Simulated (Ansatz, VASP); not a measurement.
# One calculation of YAlC4N4, two programs

The input INCAR:

```
PREC     = Accurate       # precision mode
ENCUT    = 520            # plane-wave cutoff, eV
EDIFF    = 1E-7           # SCF threshold, eV
ISMEAR   = 0              # smearing method
SIGMA    = 0.1            # smearing width, eV
LREAL    = False          # projectors in reciprocal space
LASPH    = True           # aspherical terms in the spheres
NELM     = 150            # most SCF steps
ALGO     = Normal         # electronic algorithm
ISIF     = 2              # what is computed and relaxed
LWAVE    = False          # write WAVECAR
LCHARG   = True           # write CHGCAR
ISPIN    = 2              # spin polarisation
MAGMOM   = 0 0 1 1 1 1 1 1 1 1 # initial moments
LORBIT   = 11             # projections on sites
LMAXMIX  = 4              # l up to which the mixer works
GGA      = PE             # functional
LELF     = True           # ELF
LVHAR    = True         
NBANDS   = 40             # bands
```

The input KPOINTS:

```
regular mesh
0
Gamma
  4 4 4
```

File POSCAR:

```
YAlC4N4
1.0
    7.4316922700      0.0000000000      0.0000000000
    0.0000000000      7.4316922700      0.0000000000
    0.0000000000      0.0000000000      4.0123255300
Y Al C N
1 1 4 4
Direct
    0.5000000000      0.5000000000      0.0000000000
    0.0000000000      0.0000000000      0.0000000000
    0.1784015200      0.8215984800      0.0000000000
    0.8215984800      0.1784015200      0.0000000000
    0.1784015200      0.1784015200      0.0000000000
    0.8215984800      0.8215984800      0.0000000000
    0.2897240700      0.7102759300      0.0000000000
    0.7102759300      0.2897240700      0.0000000000
    0.2897240700      0.2897240700      0.0000000000
    0.7102759300      0.7102759300      0.0000000000
```

Input for Ansatz:

```yaml
crystal:
  lattice:
    - [7.43169227, 0.0, 0.0]
    - [0.0, 7.43169227, 0.0]
    - [0.0, 0.0, 4.01232553]
  atoms:
    - { symbol: "Y", position: [0.5, 0.5, 0.0] }
    - { symbol: Al, position: [0.0, 0.0, 0.0] }
    - { symbol: C, position: [0.17840152, 0.82159848, 0.0], spin: 1.0 }
    - { symbol: C, position: [0.82159848, 0.17840152, 0.0], spin: 1.0 }
    - { symbol: C, position: [0.17840152, 0.17840152, 0.0], spin: 1.0 }
    - { symbol: C, position: [0.82159848, 0.82159848, 0.0], spin: 1.0 }
    - { symbol: "N", position: [0.28972407, 0.71027593, 0.0], spin: 1.0 }
    - { symbol: "N", position: [0.71027593, 0.28972407, 0.0], spin: 1.0 }
    - { symbol: "N", position: [0.28972407, 0.28972407, 0.0], spin: 1.0 }
    - { symbol: "N", position: [0.71027593, 0.71027593, 0.0], spin: 1.0 }
basis:
  ecutwfc: 420
kpoints:
  mp_grid: { grid: [4, 4, 4] }
hamiltonian:
  xc: pbe
scf:
  occupations: { method: gaussian, width: 0.1 }
  lower_state_search: "off"
output:
  forces: true
  stress: true
  eigenvalues: true
  populations: true
magnetization:
  spin_polarized: true
```

Alike in both runs: task single point; functional PBE; k mesh 4 × 4 × 4; occupations gaussian, width 0.1 eV; collinear spin.

|  | VASP | Ansatz |
| --- | --- | --- |
| version | VASP 6.6.1 | Ansatz 0.2.0 |
| potentials or method | VASP PAW PBE potentials, release 64 (Y_sv, Al, C, N), cutoff 520 eV | scalar-relativistic, plane waves, PAW |
| valence electrons in the cell | 50 | 50 |

```tsv
	VASP	Ansatz	Ansatz less VASP
gap on the k mesh at the Fermi level (eV)	none	none	-
pressure (GPa)	7.7	7.4	-0.29
traceless stress, the component that is largest in VASP (GPa)	-9.07	-8.71	+0.362
rms of the force components (eV/Å)	0.281	0.451	+0.1700
net moment per atom (μB)	0.00	0.00	0.000
```

Atom by atom the forces differ by 0.205 eV/Å (rms over components). A gap of «none» marks a metal or a gap that the smearing closes. One of these differences is far larger than is usual between the two programs; its cause wasn't traced. Ansatz's warnings: seeded moment not kept.

The k mesh is coarse, so the values compare programs but aren't converged. Noted on VASP's run: the standard files for N, O and F lose accuracy on very short bonds.
